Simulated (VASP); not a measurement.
# Al2Cu (P4/mmm) in VASP: further runs, part 2 of 2

VASP 6.6.1. The steps go on from the part before.

## Step 3: Relaxation of cell and atoms, BLYP

The input, INCAR:

```
SYSTEM = Al2Cu
PREC = Accurate
ENCUT = 600
EDIFF = 1E-7
ISMEAR = -1
SIGMA = 0.05
LREAL = .FALSE.
LASPH = .TRUE.
NELM = 80
ALGO = Normal
ISIF = 3
LWAVE = .FALSE.
LCHARG = .FALSE.
GGA = B5
ALDAX = 1.0
AGGAX = 1.0
AGGAC = 1.0
ALDAC = 0.0
IBRION = 2
NSW = 60
EDIFFG = -0.01
```

The input, KPOINTS:

```
regular mesh
0
G
  7 7 9
  0 0 0
```

The input, POSCAR:

```
Al2Cu
1.0
    4.1051820000      0.0000000000      0.0000000000
    0.0000000000      4.1051820000      0.0000000000
    0.0000000000      0.0000000000      2.8913130000
Cu Al
1 2
Direct
    0.0000000000      0.0000000000      0.0000000000
    0.0000000000      0.5000000000      0.5000000000
    0.5000000000      0.0000000000      0.5000000000
```

Potentials or basis: VASP PAW PBE potentials, release 64 (Cu, Al).

Launch:

```console
cat potpaw_PBE.64/Cu/POTCAR potpaw_PBE.64/Al/POTCAR > POTCAR
mpirun -np 1 vasp_std > vasp.out
```

OUTCAR:

```text
SYSTEM = Al2Cu
   PREC = Accurate
   ENCUT = 600
   EDIFF = 1E-7
   ISMEAR = -1
   LREAL = .FALSE.
   LASPH = .TRUE.
   NELM = 80
   ISIF = 3
   GGA = B5
   IBRION = 2
   NSW = 60
   EDIFFG = -0.01

 ion  position               nearest neighbor table
   1  0.000  0.000  0.000-   2 2.51   3 2.51   2 2.51   3 2.51   2 2.51   2 2.51   3 2.51   3 2.51

   2  0.000  0.500  0.500-   1 2.51   1 2.51   1 2.51   1 2.51   3 2.90   3 2.90   3 2.90   3 2.90

   3  0.500  0.000  0.500-   1 2.51   1 2.51   1 2.51   1 2.51   2 2.90   2 2.90   2 2.90   2 2.90

  LATTYP: Found a simple tetragonal cell.
 ALAT       =     4.1051820000
 C/A-ratio  =     0.7043081159

  Lattice vectors:

 A1 = (   4.1051820000,   0.0000000000,   0.0000000000)
 A2 = (   0.0000000000,   4.1051820000,   0.0000000000)
 A3 = (   0.0000000000,   0.0000000000,   2.8913130000)

Analysis of symmetry for initial positions (statically):
=====================================================================
 Subroutine PRICEL returns:
 Original cell was already a primitive cell.

 Routine SETGRP: Setting up the symmetry group for a
 simple tetragonal supercell.

 Subroutine GETGRP returns: Found 16 space group operations
 (whereof 16 operations were pure point group operations)
 out of a pool of 16 trial point group operations.

The static configuration has the point symmetry D_4h.

Analysis of symmetry for dynamics (positions and initial velocities):
=====================================================================
 Subroutine PRICEL returns:
 Original cell was already a primitive cell.

 Routine SETGRP: Setting up the symmetry group for a
 simple tetragonal supercell.

 Subroutine GETGRP returns: Found 16 space group operations
 (whereof 16 operations were pure point group operations)
 out of a pool of 16 trial point group operations.

The dynamic configuration has the point symmetry D_4h.

 Subroutine INISYM returns: Found 16 space group operations
 (whereof 16 operations are pure point group operations),
[... 133 lines left out ...]
 maximum number of plane-waves:      1652
 NGX is ok and might be reduce to    36
   NGX = 17   NGY = 17   NGZ = 11

--------------------------------------- Ionic step        1  -------------------------------------------

 number of electron      16.9999992 magnetization

 Free energy of the ion-electron system (eV)
  ---------------------------------------------------
  ext. energy  EPLUGINS =         0.00000000
  ---------------------------------------------------
  free energy    TOTEN  =        -8.69392849 eV

  energy without entropy =       -8.68188331  energy(sigma->0) =       -8.68790590

------------------------ aborting loop because EDIFF is reached ----------------------------------------

  FORCE on cell =-STRESS in cart. coord.  units (eV):
  Direction    XX          YY          ZZ          XY          YZ          ZX
  --------------------------------------------------------------------------------------
  -------------------------------------------------------------------------------------
  Total        1.2185088      1.2185088      1.4475337      0.0000000      0.0000000      0.0000000
  in kB       40.0663066     40.0663066     47.5969707      0.0000000      0.0000000      0.0000000
  external PRESSURE =      42.5765279 kB  Pullay stress =       0.0000000 kB
[... 135 lines left out ...]
--------------------------------------- Ionic step        5  -------------------------------------------

 number of electron      17.0000019 magnetization

 Free energy of the ion-electron system (eV)
  ---------------------------------------------------
  ext. energy  EPLUGINS =         0.00000000
  ---------------------------------------------------
  free energy    TOTEN  =        -8.73116369 eV

  energy without entropy =       -8.71885726  energy(sigma->0) =       -8.72501048

 E-fermi :   7.0578     XC(G=0):  -9.5705

 val. band max:        7.0414316054   @ k =   0.4286   0.2857   0.4444
 cond. band min:       7.0785598120   @ k =   0.4286   0.4286   0.4444
 fundamental gap:      0.0371282066
 Fermi energy:         7.0577788812

 k-point     1 :       0.0000    0.0000    0.0000
  band No.  band energies     occupation
      1      -3.0434      2.00000
      2       1.8779      2.00000
      3       2.4676      2.00000
      4       3.0121      2.00000
      5       3.1698      2.00000
      6       3.1698      2.00000
      7       4.9174      2.00000
      8       4.9174      2.00000
      9       6.7701      1.99367
     10       8.1615      0.00000
     11      12.4942      0.00000
     12      13.0284      0.00000
[... 331 lines left out ...]
 k-point    24 :       0.4286    0.0000    0.2222
  band No.  band energies     occupation
      1      -0.8894      2.00000
      2       0.5972      2.00000
      3       2.5920      2.00000
      4       2.7569      2.00000
      5       2.9457      2.00000
      6       2.9729      2.00000
      7       3.2428      2.00000
      8       7.2767      0.02479
      9       8.5971      0.00000
     10       8.8455      0.00000
     11       9.3574      0.00000
     12       9.8896      0.00000

 [... further k-points ...]
[... 5 lines left out ...]
  --------------------------------------------------------------------------------------
  -------------------------------------------------------------------------------------
  Total       -0.0136575     -0.0136575     -0.0095695      0.0000000      0.0000000      0.0000000
  in kB       -0.4245158     -0.4245158     -0.2974481      0.0000000      0.0000000      0.0000000
  external PRESSURE =      -0.3821599 kB  Pullay stress =       0.0000000 kB
[... 18 lines left out ...]
  FREE ENERGIE OF THE ION-ELECTRON SYSTEM (eV)
  ---------------------------------------------------
  free  energy   TOTEN  =        -8.7311636936 eV

  energy  without entropy=       -8.7188572582  energy(sigma->0) =       -8.72501048

 reached required accuracy - stopping structural energy minimisation
```

CONTCAR:

```text
Al2Cu
   1.00000000000000
     4.1689576392696592    0.0000000000000000    0.0000000000000000
     0.0000000000000000    4.1689576392696592    0.0000000000000000
     0.0000000000000000    0.0000000000000000    2.9657492287534595
  Cu              Al
     1     2
Direct
     0.0000000000000000    0.0000000000000000    0.0000000000000000
     0.0000000000000000    0.5000000000000000    0.5000000000000000
     0.5000000000000000    0.0000000000000000    0.5000000000000000

  0.00000000E+00  0.00000000E+00  0.00000000E+00
  0.00000000E+00  0.00000000E+00  0.00000000E+00
  0.00000000E+00  0.00000000E+00  0.00000000E+00
```

Run time: 1.8 min. Hardware: 1 thread of AMD EPYC 9R14 (Zen 4), shared host; peak memory 0.17 GiB.

Results:

```
Free energy                            : -8.7312 eV
Relaxed volume                         : 17.18 Å³/atom
Relaxed cell                           : a = 4.169 Å, b = 4.169 Å, c = 2.966 Å, α = 90.00°, β = 90.00°, γ = 90.00°
Space group after relaxing (to 0.05 Å) : P4/mmm (No. 123)
Energy gained by relaxing              : 12.4 meV/atom
Ionic steps                            : 5
Pressure after relaxing                : 0.0 GPa
```

Step by step:
| step | energy change (eV) | largest force (eV/Å) | pressure (GPa) | volume (Å³) |
| --- | --- | --- | --- | --- |
| 1 | 0.0000 | 0.0000 | 4.26 | 48.73 |
| 2 | -0.0364 | 0.0000 | -0.41 | 51.83 |
| 3 | -0.0367 | 0.0000 | -0.03 | 51.55 |
| 4 | -0.0371 | 0.0000 | -0.05 | 51.55 |
| 5 | -0.0372 | 0.0000 | -0.04 | 51.55 |

Final structure:
```xyz
3
Lattice="4.1690 0.0000 0.0000 0.0000 4.1690 0.0000 0.0000 0.0000 2.9657" Properties=species:S:1:pos:R:3 pbc="T T T"
Cu    0.0000    0.0000    0.0000
Al    0.0000    2.0845    1.4829
Al    2.0845    0.0000    1.4829
```

Caveat: the PAW data sets were made with another functional, which shifts forces and pressure a little.

## Step 4: Single point, PBE

The input, INCAR:

```
PREC = Accurate
ENCUT = 520
EDIFF = 1E-6
ISMEAR = -1
SIGMA = 0.05
LREAL = F
LASPH = T
NELM = 80
ALGO = Normal
ISIF = 2
LWAVE = F
LCHARG = T
GGA = PE
LELF = T
LVHAR = T
NBANDS = 16
```

The input, KPOINTS:

```
regular mesh
0
Gamma
  7 7 9
```

POSCAR is that of step 3.

Potentials or basis: VASP PAW PBE potentials, release 64 (Cu, Al).

Launch:

```console
cat potpaw_PBE.64/Cu/POTCAR potpaw_PBE.64/Al/POTCAR > POTCAR
mpirun -np 1 vasp_std > vasp.out
```

OUTCAR:

```text
PREC = Accurate
   ENCUT = 520
   EDIFF = 1E-6
   ISMEAR = -1
   LREAL = F
   LASPH = T
   NELM = 80
   ISIF = 2
   GGA = PE

 ion  position               nearest neighbor table
   1  0.000  0.000  0.000-   2 2.51   3 2.51   2 2.51   3 2.51   2 2.51   2 2.51   3 2.51   3 2.51

   2  0.000  0.500  0.500-   1 2.51   1 2.51   1 2.51   1 2.51   3 2.90   3 2.90   3 2.90   3 2.90

   3  0.500  0.000  0.500-   1 2.51   1 2.51   1 2.51   1 2.51   2 2.90   2 2.90   2 2.90   2 2.90

  LATTYP: Found a simple tetragonal cell.
 ALAT       =     4.1051820000
 C/A-ratio  =     0.7043081159

  Lattice vectors:

 A1 = (   4.1051820000,   0.0000000000,   0.0000000000)
 A2 = (   0.0000000000,   4.1051820000,   0.0000000000)
 A3 = (   0.0000000000,   0.0000000000,   2.8913130000)

Analysis of symmetry for initial positions (statically):
=====================================================================
 Subroutine PRICEL returns:
 Original cell was already a primitive cell.

 Routine SETGRP: Setting up the symmetry group for a
 simple tetragonal supercell.

 Subroutine GETGRP returns: Found 16 space group operations
 (whereof 16 operations were pure point group operations)
 out of a pool of 16 trial point group operations.

The static configuration has the point symmetry D_4h.

Analysis of symmetry for dynamics (positions and initial velocities):
=====================================================================
 Subroutine PRICEL returns:
 Original cell was already a primitive cell.

 Routine SETGRP: Setting up the symmetry group for a
 simple tetragonal supercell.

 Subroutine GETGRP returns: Found 16 space group operations
 (whereof 16 operations were pure point group operations)
 out of a pool of 16 trial point group operations.

The dynamic configuration has the point symmetry D_4h.

 Subroutine INISYM returns: Found 16 space group operations
 (whereof 16 operations are pure point group operations),
 and found     1 'primitive' translations

[... 113 lines left out ...]
   IALGO  =     38    algorithm
   IMIX   =      4    mixing-type and parameters
     AMIX     =   0.40;   BMIX     =  1.00
     AMIX_MAG =   1.60;   BMIX_MAG =  1.00
  volume/ion in A,a.u.               =      16.24       109.61
  Fermi-wavevector in a.u.,A,eV,Ry     =   1.152492  2.177894 18.071765  1.328237
  Thomas-Fermi vector in A             =   2.289142
   LORBIT       =      0    0 simple, 1 ext, 2 COOP (PROOUT), +10 PAW based schemes
   GGA     = PE    functional components
   LHFCALC =     F    Hartree Fock is set to
   AEXX    =    0.0000 exact exchange contribution
   IVDW    =     0    specifies the selected vdW correction
   LEPSILON=     F    determine dielectric tensor
   LRPA    =     F    only Hartree local field effects (RPA)
 non-spin polarized calculation
  energy-cutoff  :      520.00
  volume of cell :       48.73
 maximum number of plane-waves:      1339
 NGX is ok and might be reduce to    32
   NGX = 15   NGY = 15   NGZ = 11

 number of electron      16.9999979 magnetization

 Free energy of the ion-electron system (eV)
  ---------------------------------------------------
  ext. energy  EPLUGINS =         0.00000000
  ---------------------------------------------------
  free energy    TOTEN  =       -11.29076982 eV

  energy without entropy =      -11.27897128  energy(sigma->0) =      -11.28487055

 E-fermi :   7.1580     XC(G=0): -10.3889

 val. band max:        7.1302320457   @ k =   0.1429   0.1429   0.4444
 cond. band min:       7.1639011994   @ k =   0.0000   0.0000   0.1111
 fundamental gap:      0.0336691537
 Fermi energy:         7.1579578586

 k-point     1 :       0.0000    0.0000    0.0000
  band No.  band energies     occupation
      1      -3.3742      2.00000
      2       1.7551      2.00000
      3       2.2697      2.00000
      4       2.9195      2.00000
      5       3.1102      2.00000
      6       3.1102      2.00000
[... 433 lines left out ...]
      3       2.4458      2.00000
      4       2.6418      2.00000
      5       2.8457      2.00000
      6       2.8722      2.00000
[... 8 lines left out ...]
     15      17.1331      0.00000
     16      17.9816      0.00000

 [... further k-points ...]
[... 5 lines left out ...]
  --------------------------------------------------------------------------------------
  -------------------------------------------------------------------------------------
  Total        0.2570995      0.2570995     -0.0228151      0.0000000     -0.0000000      0.0000000
  in kB        8.4537994      8.4537994     -0.7501933      0.0000000     -0.0000000      0.0000000
  external PRESSURE =       5.3858019 kB  Pullay stress =       0.0000000 kB

 VOLUME and BASIS-vectors are now :
 -----------------------------------------------------------------------------
  energy-cutoff  :      520.00
  volume of cell :       48.73
      direct lattice vectors                 reciprocal lattice vectors
     4.105182000  0.000000000  0.000000000     0.243594559  0.000000000  0.000000000
     0.000000000  4.105182000  0.000000000     0.000000000  0.243594559  0.000000000
     0.000000000  0.000000000  2.891313000     0.000000000  0.000000000  0.345863627

 POSITION                                       TOTAL-FORCE (eV/Angst)
 -----------------------------------------------------------------------------------
      0.00000      0.00000      0.00000         0.000000      0.000000      0.000000
      0.00000      2.05259      1.44566         0.000000      0.000000      0.000000
      2.05259      0.00000      1.44566         0.000000      0.000000      0.000000
 -----------------------------------------------------------------------------------
    total drift:                               -0.000000     -0.000000      0.000000

  FREE ENERGIE OF THE ION-ELECTRON SYSTEM (eV)
  ---------------------------------------------------
  free  energy   TOTEN  =       -11.2907698216 eV

  energy  without entropy=      -11.2789712780  energy(sigma->0) =      -11.28487055
```

stdout:

```text
POSCAR found type information on POSCAR CuAl
 POSCAR found :  2 types and       3 ions
 scaLAPACK will be used
 LDA part: xc-table for (Slater+PW92), standard interpolation
 POSCAR, INCAR and KPOINTS ok, starting setup
 FFT: planning ... GRIDC
 FFT: planning ... GRID_SOFT
 FFT: planning ... GRID
 WAVECAR not read
 entering main loop
```

It took 17 s on 1 thread of Intel Xeon Platinum 8488C (Sapphire Rapids), shared host; peak memory 0.18 GiB.

What came out:

```yaml
Free_energy: -11.2908 eV
Pressure: 0.5 GPa
```

Levels at points of the mesh, in eV from the Fermi level:
```tsv
k point	band 4	band 5	band 6	band 7	band 8	band 9	band 10	band 11	band 12	band 13
(0.00, 0.00, 0.00)	-4.24	-4.05	-4.05	-2.38	-2.38	-0.12	0.90	5.94	6.16	6.16
```

## Step 5: Single point, LDA (volume scaled by 0.94)

The input, INCAR:

```
SYSTEM = Al2Cu
PREC = Accurate ; ENCUT = 520
EDIFF = 1E-7 ; ISMEAR = -1
SIGMA = 0.05 ; LREAL = .False.
LASPH = .True. ; NELM = 60
ALGO = Normal ; ISIF = 2
LWAVE = .False. ; LCHARG = .False.
NBANDS = 16
```

The input, KPOINTS:

```
Automatic mesh
0
Gamma
  7 7 9
  0 0 0
```

The input, POSCAR:

```
Al2Cu
1.0
    4.0213792609      0.0000000000      0.0000000000
    0.0000000000      4.0213792609      0.0000000000
    0.0000000000      0.0000000000      2.8322900507
Cu Al
1 2
Direct
    0.0000000000      0.0000000000      0.0000000000
    0.0000000000      0.5000000000      0.5000000000
    0.5000000000      0.0000000000      0.5000000000
```

Potentials or basis: VASP PAW LDA potentials, release 64 (Cu, Al).

Launch:

```console
cat potpaw_LDA.64/Cu/POTCAR potpaw_LDA.64/Al/POTCAR > POTCAR
mpirun -np 1 vasp_std > vasp.out
```

It took 36 s on 1 thread of Intel Xeon 6975P-C (Granite Rapids), shared host; peak memory 0.16 GiB.

The run converged. Its results:

```
Free energy : -13.2218 eV
Pressure    : 0.9 GPa
```

Stress tensor (GPa, compression positive):
```
1.33 0.00 0.00
0.00 1.33 0.00
0.00 0.00 0.11
```

Levels at points of the mesh, in eV from the Fermi level:
```csv
k point,band 6,band 7,band 8,band 9,band 10,band 11
"(0.00, 0.00, 0.00)",-4.36,-2.51,-2.51,0.04,0.85,6.17
```

Caveat: the cell differs from its parent crystal (volume scaled by 0.94).

## Step 6: Single point, LDA (volume scaled by 0.96)

The input, INCAR:

```
  PREC = Accurate
  ENCUT = 520
  EDIFF = 1E-7
  ISMEAR = -1
  SIGMA = 0.05
  LREAL = F
  LASPH = T
  NELM = 60
  ALGO = Normal
  ISIF = 2
  LWAVE = F
  LCHARG = T
  LELF = T
  LVHAR = T
  NBANDS = 16
```

The input, KPOINTS:

```
regular mesh
0
Gamma
  7 7 9
```

The input, POSCAR:

```
Al2Cu
1.0
    4.0496997663      0.0000000000      0.0000000000
    0.0000000000      4.0496997663      0.0000000000
    0.0000000000      0.0000000000      2.8522364125
Cu Al
1 2
Direct
    0.0000000000      0.0000000000      0.0000000000
    0.0000000000      0.5000000000      0.5000000000
    0.5000000000      0.0000000000      0.5000000000
```

Potentials or basis: VASP PAW LDA potentials, release 64 (Cu, Al).

Launch:

```console
cat potpaw_LDA.64/Cu/POTCAR potpaw_LDA.64/Al/POTCAR > POTCAR
mpirun -np 1 vasp_std > vasp.out
```

Run time: 38 s. Hardware: 1 thread of Intel Xeon 6975P-C (Granite Rapids), shared host; peak memory 0.15 GiB.

It converged, with:

| Item | Value |
| --- | --- |
| Free energy | -13.2213 eV |
| Pressure | -1.2 GPa |

Stress tensor (GPa, compression positive):
```
-0.83  0.00  0.00
 0.00 -0.83  0.00
 0.00  0.00 -2.08
```

Levels at points of the mesh, in eV from the Fermi level:
```
           k point  band 4  band 5  band 6  band 7  band 8  band 9  band 10  band 11  band 12  band 13
(0.00, 0.00, 0.00)   -4.47   -4.28   -4.28   -2.46   -2.46   -0.03     0.86     6.06     6.29     6.29
```

Caveat: the cell differs from its parent crystal (volume scaled by 0.96).

## Step 7: The runs side by side

| task | level | potentials or basis | cell | cutoff (eV) | gap on the mesh (eV) | pressure (GPa) |
| --- | --- | --- | --- | --- | --- | --- |
| single point | PBEsol | VASP PAW PBE potentials, release 64 (Cu, Al) | a = 4.105, b = 4.105, c = 2.891 Å, 3 atoms | 520 | none | -2.2 |
| relaxation of cell and atoms | BLYP | VASP PAW PBE potentials, release 64 (Cu, Al) | relaxed from a = 4.105, b = 4.105, c = 2.891 Å, 3 atoms | 600 | none | 0.0 |
| single point | PBE | VASP PAW PBE potentials, release 64 (Cu, Al) | a = 4.105, b = 4.105, c = 2.891 Å, 3 atoms | 520 | none | 0.5 |
| single point | LDA | VASP PAW LDA potentials, release 64 (Cu, Al) | a = 4.021, b = 4.021, c = 2.832 Å, 3 atoms | 520 | none | 0.9 |
| single point | LDA | VASP PAW LDA potentials, release 64 (Cu, Al) | a = 4.050, b = 4.050, c = 2.852 Å, 3 atoms | 520 | none | -1.2 |

Alike in all rows: no spin polarisation; k mesh 7 × 7 × 9; smearing fermi-dirac 0.05 eV.

Caveats: the PAW data sets were made with another functional, which shifts forces and pressure a little (some runs).

Total energies depend on the potentials used, so only differences within one code and one set of settings carry meaning.
